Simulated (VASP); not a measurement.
# RbBr in VASP: a series of runs

RbBr is run at these levels: PBEsol; tasks: single point.

Program: VASP 6.6.1. These are calculated values, not measurements. Logs are shortened: lines on timing, memory, paths and dates and some standing lists are left out, and cuts for length are marked.

**1. The cell of the first run**

The structure is trigonal, space group R-3m (No. 166). Conventional cell: a = 5.770 Å, b = 5.770 Å, c = 7.014 Å, α = 90.00°, β = 90.00°, γ = 120.00°. Within 4.6 Å of Rb (site symmetry -3m) lie 8 Br at 3.51 to 3.53 Å and 6 Rb at 4.07 Å. Within 4.6 Å of Br (site symmetry -3m) lie 8 Rb at 3.51 to 3.53 Å and 6 Br at 4.07 Å.

**2. Single point, PBEsol (equal xy, yz and zx engineering shears of -0.5 %)**

Contents of INCAR:

```
PREC = Accurate
ENCUT = 520
EDIFF = 1E-7
ISMEAR = 0
SIGMA = 0.01
LREAL = False
LASPH = True
NELM = 60
ALGO = Normal
ISIF = 2
LWAVE = False
LCHARG = False
GGA = PS
NBANDS = 15
```

Contents of KPOINTS:

```
regular mesh
0
Gamma
  6 6 6
```

Contents of POSCAR:

```
RbBr
1.0
    4.0700851177     -0.0101752128     -0.0101752128
   -0.0101752128      4.0700851177     -0.0101752128
   -0.0101752128     -0.0101752128      4.0700851177
Rb Br
1 1
Direct
    0.0000000000      0.0000000000      0.0000000000
    0.5000000000      0.5000000000      0.5000000000
```

Potentials or basis: VASP PAW PBE potentials, release 64 (Rb_sv, Br).

Started as:

```sh
> cat potpaw_PBE.64/Rb_sv/POTCAR potpaw_PBE.64/Br/POTCAR > POTCAR
> mpirun -np 1 vasp_std > vasp.out
```

OUTCAR:

```text
PREC = Accurate
   ENCUT = 520
   EDIFF = 1E-7
   ISMEAR = 0
   LREAL = False
   LASPH = True
   NELM = 60
   ISIF = 2
   GGA = PS

 ion  position               nearest neighbor table
   1  0.000  0.000  0.000-   2 3.51   2 3.51   2 3.53   2 3.53   2 3.53   2 3.53   2 3.53   2 3.53

   2  0.500  0.500  0.500-   1 3.51   1 3.51   1 3.53   1 3.53   1 3.53   1 3.53   1 3.53   1 3.53

  LATTYP: Found a trigonal (rhomboedric) cell.
 ALAT       =     4.0701105557
 COS(alpha) =    -0.0049936876

  Lattice vectors:

 A1 = (   4.0700851177,  -0.0101752128,  -0.0101752128)
 A2 = (  -0.0101752128,   4.0700851177,  -0.0101752128)
 A3 = (  -0.0101752128,  -0.0101752128,   4.0700851177)

Analysis of symmetry for initial positions (statically):
=====================================================================
 Subroutine PRICEL returns:
 Original cell was already a primitive cell.

 Routine SETGRP: Setting up the symmetry group for a
 trigonal (rhombohedral) supercell.

 Subroutine GETGRP returns: Found 12 space group operations
 (whereof 12 operations were pure point group operations)
 out of a pool of 12 trial point group operations.

The static configuration has the point symmetry D_3d.

Analysis of symmetry for dynamics (positions and initial velocities):
=====================================================================
 Subroutine PRICEL returns:
 Original cell was already a primitive cell.

 Routine SETGRP: Setting up the symmetry group for a
 trigonal (rhombohedral) supercell.

 Subroutine GETGRP returns: Found 12 space group operations
 (whereof 12 operations were pure point group operations)
 out of a pool of 12 trial point group operations.

The dynamic configuration has the point symmetry D_3d.

 Subroutine INISYM returns: Found 12 space group operations
 (whereof 12 operations are pure point group operations),
 and found     1 'primitive' translations

----------------------------------------------------------------------------------------

                                     Primitive cell

  volume of cell :      67.4221

  direct lattice vectors                    reciprocal lattice vectors
     4.070085118 -0.010175213 -0.010175213     0.245698186  0.000615785  0.000615785
    -0.010175213  4.070085118 -0.010175213     0.000615785  0.245698186  0.000615785
    -0.010175213 -0.010175213  4.070085118     0.000615785  0.000615785  0.245698186

  length of vectors
     4.070110556  4.070110556  4.070110556     0.245699730  0.245699730  0.245699730

  position of ions in fractional coordinates (direct lattice)
     0.000000000  0.000000000  0.000000000
     0.500000000  0.500000000  0.500000000

  ion indices of the primitive-cell ions
   primitive index   ion index
                 1           1
                 2           2

----------------------------------------------------------------------------------------

 KPOINTS: regular mesh

Automatic generation of k-mesh.
 Grid dimensions read from file:
 generate k-points for:    6    6    6

 Generating k-lattice:

  Cartesian coordinates                     Fractional coordinates (reciprocal lattice)
     0.040949698  0.000102631  0.000102631     0.166666667  0.000000000  0.000000000
     0.000102631  0.040949698  0.000102631     0.000000000  0.166666667  0.000000000
     0.000102631  0.000102631  0.040949698     0.000000000  0.000000000  0.166666667

  Length of vectors
     0.040949955  0.040949955  0.040949955

  Shift w.r.t. Gamma in fractional coordinates (k-lattice)
     0.000000000  0.000000000  0.000000000

 Subroutine IBZKPT returns following result:
 ===========================================

 Found     32 irreducible k-points:

 Following reciprocal coordinates:
            Coordinates               Weight
  0.000000  0.000000  0.000000      1.000000
  0.166667  0.000000 -0.000000      6.000000
  0.333333 -0.000000 -0.000000      6.000000
  0.500000 -0.000000 -0.000000      3.000000
  0.166667  0.166667  0.000000      6.000000
  0.333333  0.166667 -0.000000     12.000000
[... 16 lines left out ...]
[... 50 lines left out ...]
     12       9.2931      0.00000
     13       9.3060      0.00000
     14       9.6059      0.00000
     15      10.8319      0.00000

 k-point     3 :       0.3333   -0.0000   -0.0000
  band No.  band energies     occupation
      1     -25.5214      2.00000
      2     -13.2768      2.00000
      3      -9.6383      2.00000
      4      -9.4834      2.00000
      5      -9.4824      2.00000
      6      -2.1055      2.00000
      7      -0.8050      2.00000
      8      -0.7916      2.00000
      9       5.5331      0.00000
     10       5.6661      0.00000
     11       6.8030      0.00000
     12       8.9958      0.00000
     13       9.2225      0.00000
     14       9.2471      0.00000
     15      10.0125      0.00000

 k-point     4 :       0.5000   -0.0000   -0.0000
  band No.  band energies     occupation
      1     -25.5151      2.00000
      2     -13.2787      2.00000
      3      -9.6679      2.00000
      4      -9.4686      2.00000
      5      -9.4680      2.00000
      6      -2.4445      2.00000
      7      -0.8325      2.00000
      8      -0.8154      2.00000
      9       6.2237      0.00000
     10       6.5538      0.00000
     11       7.1895      0.00000
     12       8.0064      0.00000
     13       9.3537      0.00000
     14       9.4116      0.00000
     15      10.2897      0.00000
[... 307 lines left out ...]
 k-point    22 :      -0.1667    0.3333    0.1667
  band No.  band energies     occupation
      1     -25.5098      2.00000
      2     -13.2015      2.00000
      3      -9.7097      2.00000
      4      -9.5675      2.00000
      5      -9.5461      2.00000
      6      -1.8741      2.00000
      7      -1.1490      2.00000
      8      -1.0291      2.00000
      9       5.9527      0.00000
     10       6.3020      0.00000
     11       6.9461      0.00000
     12       8.1765      0.00000
     13       8.2568      0.00000
     14       8.5701      0.00000
     15      11.0313      0.00000

 k-point    23 :       0.5000    0.5000    0.1667
  band No.  band energies     occupation
      1     -25.4867      2.00000
      2     -13.0328      2.00000
      3      -9.8647      2.00000
      4      -9.8620      2.00000
      5      -9.5216      2.00000
      6      -1.7789      2.00000
      7      -1.7702      2.00000
      8      -1.0199      2.00000
      9       5.1773      0.00000
     10       6.3968      0.00000
     11       7.3388      0.00000
     12       7.3564      0.00000
     13      10.0690      0.00000
     14      10.1134      0.00000
     15      11.4307      0.00000

 k-point    24 :      -0.3333    0.5000    0.1667
  band No.  band energies     occupation
      1     -25.4924      2.00000
      2     -13.0848      2.00000
      3      -9.8218      2.00000
      4      -9.7677      2.00000
      5      -9.5348      2.00000
      6      -1.8976      2.00000
      7      -1.5847      2.00000
      8      -1.0100      2.00000
      9       5.5245      0.00000
     10       6.4484      0.00000
     11       7.2849      0.00000
     12       7.7762      0.00000
     13       9.0372      0.00000
     14       9.4409      0.00000
     15      11.3649      0.00000

 [... further k-points ...]
[... 5 lines left out ...]
  --------------------------------------------------------------------------------------
  -------------------------------------------------------------------------------------
  Total        0.0379016      0.0379016      0.0379016      0.0165203      0.0165203      0.0165203
  in kB        0.9006711      0.9006711      0.9006711      0.3925781      0.3925781      0.3925781
  external PRESSURE =       0.9006711 kB  Pullay stress =       0.0000000 kB

 VOLUME and BASIS-vectors are now :
 -----------------------------------------------------------------------------
  energy-cutoff  :      520.00
  volume of cell :       67.42
      direct lattice vectors                 reciprocal lattice vectors
     4.070085118 -0.010175213 -0.010175213     0.245698186  0.000615785  0.000615785
    -0.010175213  4.070085118 -0.010175213     0.000615785  0.245698186  0.000615785
    -0.010175213 -0.010175213  4.070085118     0.000615785  0.000615785  0.245698186

 POSITION                                       TOTAL-FORCE (eV/Angst)
 -----------------------------------------------------------------------------------
      0.00000      0.00000      0.00000        -0.000000      0.000000      0.000000
      2.02487      2.02487      2.02487         0.000000     -0.000000      0.000000
 -----------------------------------------------------------------------------------
    total drift:                                0.000000      0.000000     -0.000000

  FREE ENERGIE OF THE ION-ELECTRON SYSTEM (eV)
  ---------------------------------------------------
  free  energy   TOTEN  =        -6.3008215537 eV

  energy  without entropy=       -6.3008215537  energy(sigma->0) =       -6.30082155
```

It took 36 s on 1 thread of Intel Xeon Platinum 8375C at 2.90GHz (Ice Lake), shared host; peak memory 0.18 GiB.

What came out:

```
Free energy            : -6.3008 eV
Pressure               : 0.1 GPa
Band gap on the k mesh : 4.04 eV (least direct gap 4.20 eV)
```

Levels at points of the mesh, in eV from the valence-band top:
```
           k point  band 6  band 7  band 8  band 9  band 10  band 11
(0.00, 0.00, 0.00)   -0.16   -0.16   -0.16    4.04     5.41     5.41
(0.50, 0.00, 0.00)   -1.88   -0.26   -0.25    6.79     7.12     7.76
(0.50, 0.50, 0.00)   -1.12   -1.11    0.00    5.19     6.12     7.91
(0.50, 0.50, 0.50)   -1.47   -1.47   -1.47    8.21     8.21     8.28
```

Caveat: the cell differs from its parent crystal (equal xy, yz and zx engineering shears of -0.5 %); the PAW data sets were made with another functional, which shifts forces and pressure a little.

**3. Single point, PBEsol (equal xy, yz and zx engineering shears of +0.5 %)**

Contents of INCAR:

```
  ALGO = Normal
  EDIFF = 1E-7
  ENCUT = 520
  GGA = PS
  ISIF = 2
  ISMEAR = 0
  LASPH = T
  LCHARG = T
  LELF = T
  LREAL = F
  LVHAR = T
  LWAVE = F
  NBANDS = 15
  NELM = 60
  PREC = Accurate
  SIGMA = 0.01
```

Contents of KPOINTS:

```
k-points
0
Gamma
  6 6 6
```

Contents of POSCAR:

```
RbBr
1.0
    4.0700851177      0.0101752128      0.0101752128
    0.0101752128      4.0700851177      0.0101752128
    0.0101752128      0.0101752128      4.0700851177
Rb Br
1 1
Direct
    0.0000000000      0.0000000000      0.0000000000
    0.5000000000      0.5000000000      0.5000000000
```

Potentials or basis: VASP PAW PBE potentials, release 64 (Rb_sv, Br).

Started as:

```sh
> cat potpaw_PBE.64/Rb_sv/POTCAR potpaw_PBE.64/Br/POTCAR > POTCAR
> mpirun -np 1 vasp_std > vasp.out
```

Wall time 21 s (1 thread of Intel Xeon Platinum 8375C at 2.90GHz (Ice Lake), shared host); peak memory 0.18 GiB.

The run converged. Its results:

```
Free energy            : -6.3008 eV
Pressure               : 0.1 GPa
Band gap on the k mesh : 4.04 eV (least direct gap 4.20 eV)
```

Levels at points of the mesh, in eV from the valence-band top:
```tsv
k point	band 6	band 7	band 8	band 9	band 10	band 11
(0.00, 0.00, 0.00)	-0.16	-0.16	-0.16	4.04	5.41	5.41
(0.50, 0.00, 0.00)	-1.88	-0.26	-0.25	6.79	7.12	7.76
(0.50, 0.50, 0.00)	-1.12	-1.11	0.00	5.19	6.12	7.91
(0.50, 0.50, 0.50)	-1.47	-1.47	-1.47	8.18	8.26	8.26
```

Caveat: the cell differs from its parent crystal (equal xy, yz and zx engineering shears of +0.5 %); the PAW data sets were made with another functional, which shifts forces and pressure a little.

**4. Single point, PBEsol (0.01, 0.01] A)**

Contents of INCAR:

```
PREC = Accurate
ENCUT = 520
EDIFF = 1E-6
ISMEAR = 0
SIGMA = 0.01
LREAL = F
LASPH = T
NELM = 60
ALGO = Normal
ISIF = 2
LWAVE = F
LCHARG = F
GGA = PS
NBANDS = 15
```

Contents of KPOINTS:

```
Automatic mesh
0
Gamma
  6 6 6
```

Contents of POSCAR:

```
RbBr
1.0
    4.0700851177      0.0000000000      0.0000000000
    0.0000000000      4.0700851177      0.0000000000
    0.0000000000      0.0000000000      4.0700851177
Rb Br
1 1
Direct
    0.0024569511      0.0024569511      0.0024569511
    0.5000000000      0.5000000000      0.5000000000
```

Started as:

```sh
> cat potpaw_PBE.64/Rb_sv/POTCAR potpaw_PBE.64/Br/POTCAR > POTCAR
> mpirun -np 1 vasp_std > vasp.out
```

It took 16 s on 1 thread of Intel Xeon Platinum 8375C at 2.90GHz (Ice Lake), shared host; peak memory 0.18 GiB.

The run converged. Its results:

- Free energy: -6.3008 eV
- Pressure: 0.1 GPa
- Largest force: 0.015 eV/Å
- Band gap on the k mesh: 4.04 eV (least direct gap 4.20 eV)

Forces in eV/Å, atoms in the order of the input:
```
Rb  -0.009 -0.009 -0.009
Br   0.009  0.009  0.009
```

Levels at points of the mesh, in eV from the valence-band top:
| k point | band 6 | band 7 | band 8 | band 9 | band 10 | band 11 |
| --- | --- | --- | --- | --- | --- | --- |
| (0.00, 0.00, 0.00) | -0.16 | -0.16 | -0.16 | 4.04 | 5.41 | 5.41 |
| (0.50, 0.00, 0.00) | -1.88 | -0.26 | -0.26 | 6.79 | 7.12 | 7.76 |
| (0.50, 0.50, 0.00) | -1.12 | -1.12 | 0.00 | 5.19 | 6.12 | 7.92 |
| (0.50, 0.50, 0.50) | -1.47 | -1.47 | -1.47 | 8.23 | 8.23 | 8.23 |

Caveat: the cell differs from its parent crystal (0.01, 0.01] A); the PAW data sets were made with another functional, which shifts forces and pressure a little. A k mesh can miss the band edges.

**5. Single point, PBEsol (-0.01, -0.01] A)**

Contents of INCAR:

```
PREC     = Accurate       # precision mode
ENCUT    = 520            # plane-wave cutoff, eV
EDIFF    = 1E-6           # SCF threshold, eV
ISMEAR   = 0              # smearing method
SIGMA    = 0.01           # smearing width, eV
LREAL    = F              # projectors in reciprocal space
LASPH    = T              # aspherical terms in the spheres
NELM     = 100            # most SCF steps
ALGO     = Normal         # electronic algorithm
ISIF     = 2              # what is computed and relaxed
LWAVE    = F              # write WAVECAR
LCHARG   = F              # write CHGCAR
GGA      = PS             # functional
NBANDS   = 15             # bands
```

Contents of KPOINTS:

```
regular mesh
0
Gamma
  6 6 6
```

POSCAR: that of step 4 with these lines changed.

```diff
@@ -8,3 +8,3 @@
 Direct
-    0.0024569511      0.0024569511      0.0024569511
+   -0.0024569511     -0.0024569511     -0.0024569511
     0.5000000000      0.5000000000      0.5000000000
```

Started as:

```sh
> cat potpaw_PBE.64/Rb_sv/POTCAR potpaw_PBE.64/Br/POTCAR > POTCAR
> mpirun -np 1 vasp_std > vasp.out
```

It took 16 s on 1 thread of Intel Xeon Platinum 8375C at 2.90GHz (Ice Lake), shared host; peak memory 0.18 GiB.

It converged, with:

* Free energy: -6.3008 eV
* Pressure: 0.1 GPa
* Largest force: 0.015 eV/Å
* Band gap on the k mesh: 4.04 eV (least direct gap 4.20 eV)

Forces on the atoms (eV/Å):
```
Rb   0.009  0.009  0.009
Br  -0.009 -0.009 -0.009
```

Levels at points of the mesh, in eV from the valence-band top:
| k point | band 5 | band 6 | band 7 | band 8 | band 9 | band 10 | band 11 | band 12 |
| --- | --- | --- | --- | --- | --- | --- | --- | --- |
| (0.00, 0.00, 0.00) | -8.96 | -0.16 | -0.16 | -0.16 | 4.04 | 5.41 | 5.41 | 10.01 |
| (0.50, 0.00, 0.00) | -8.90 | -1.88 | -0.26 | -0.26 | 6.79 | 7.12 | 7.76 | 8.57 |
| (0.50, 0.50, 0.00) | -8.86 | -1.12 | -1.12 | 0.00 | 5.19 | 6.12 | 7.92 | 7.92 |
| (0.50, 0.50, 0.50) | -9.22 | -1.47 | -1.47 | -1.47 | 8.23 | 8.23 | 8.23 | 9.49 |

Caveat: the cell differs from its parent crystal (-0.01, -0.01] A); the PAW data sets were made with another functional, which shifts forces and pressure a little. A k mesh can miss the band edges.

**6. Single point, PBEsol (z stretched by -0.5 %, x and y held)**

Contents of INCAR:

```
SYSTEM = RbBr
PREC = Accurate
ENCUT = 520
EDIFF = 1E-7
ISMEAR = 0
SIGMA = 0.01
LREAL = .FALSE.
LASPH = .TRUE.
NELM = 60
ALGO = Normal
ISIF = 2
LWAVE = .FALSE.
LCHARG = .TRUE.
GGA = PS
LELF = .TRUE.
LVHAR = .TRUE.
NBANDS = 15
```

Contents of KPOINTS:

```
regular mesh
0
G
  6 6 6
  0 0 0
```

Contents of POSCAR:

```
RbBr
1.0
    4.0700851177      0.0000000000      0.0000000000
    0.0000000000      4.0700851177      0.0000000000
    0.0000000000      0.0000000000      4.0497346921
Rb Br
1 1
Direct
    0.0000000000      0.0000000000      0.0000000000
    0.5000000000      0.5000000000      0.5000000000
```

Potentials or basis: VASP PAW PBE potentials, release 64 (Rb_sv, Br).

Started as:

```sh
> cat potpaw_PBE.64/Rb_sv/POTCAR potpaw_PBE.64/Br/POTCAR > POTCAR
> mpirun -np 1 vasp_std > vasp.out
```

Wall time 25 s (1 thread of Intel Xeon Platinum 8375C at 2.90GHz (Ice Lake), shared host); peak memory 0.19 GiB.

It converged, with:

```yaml
Free_energy: -6.3005 eV
Pressure: 0.2 GPa
Band_gap_on_the_k_mesh: 4.04 eV (least direct gap 4.20 eV)
```

Stress tensor (GPa, compression positive):
```
0.13 0.00 0.00
0.00 0.13 0.00
0.00 0.00 0.28
```

Levels at points of the mesh, in eV from the valence-band top:
| k point | band 4 | band 5 | band 6 | band 7 | band 8 | band 9 | band 10 | band 11 | band 12 | band 13 |
| --- | --- | --- | --- | --- | --- | --- | --- | --- | --- | --- |
| (0.00, 0.00, 0.00) | -8.97 | -8.96 | -0.18 | -0.18 | -0.16 | 4.04 | 5.37 | 5.39 | 9.98 | 10.02 |
| (0.50, 0.00, 0.00) | -8.91 | -8.91 | -1.91 | -0.29 | -0.25 | 6.77 | 7.13 | 7.76 | 8.56 | 9.96 |
| (0.50, 0.50, 0.00) | -9.33 | -8.87 | -1.14 | -1.14 | 0.00 | 5.17 | 6.14 | 7.94 | 7.94 | 10.98 |
| (0.00, 0.00, 0.50) | -8.91 | -8.91 | -1.91 | -0.28 | -0.28 | 6.78 | 7.14 | 7.79 | 8.55 | 9.93 |
| (0.50, 0.00, 0.50) | -9.33 | -8.87 | -1.15 | -1.13 | -0.02 | 5.18 | 6.10 | 7.88 | 7.89 | 10.99 |
| (0.50, 0.50, 0.50) | -9.22 | -9.22 | -1.51 | -1.50 | -1.50 | 8.23 | 8.23 | 8.25 | 9.49 | 9.49 |

Caveat: the cell differs from its parent crystal (z stretched by -0.5 %, x and y held); the PAW data sets were made with another functional, which shifts forces and pressure a little. A k mesh can miss the band edges.

**7. Overview**

```csv
cell,gap on the mesh (eV),pressure (GPa),largest force (eV/Å)
"a = 4.070 Å, angles 90.3°, 2 atoms, atomic positions A",4.04,0.1,-
"a = 4.070 Å, angles 89.7°, 2 atoms, atomic positions A",4.04,0.1,-
"a = 4.070 Å, 2 atoms, atomic positions A",4.04,0.1,0.02
"a = 4.070 Å, 2 atoms, atomic positions B",4.04,0.1,0.02
"a = 4.070, b = 4.070, c = 4.050 Å, 2 atoms, atomic positions A",4.04,0.2,-
```

Alike in all rows: task single point; level PBEsol; potentials or basis VASP PAW PBE potentials, release 64 (Rb_sv, Br); no spin polarisation; k mesh 6 × 6 × 6; cutoff (eV) 520; smearing gaussian 0.01 eV.

Caveats: the PAW data sets were made with another functional, which shifts forces and pressure a little.

Absolute energies hang on the potentials; compare differences alone.
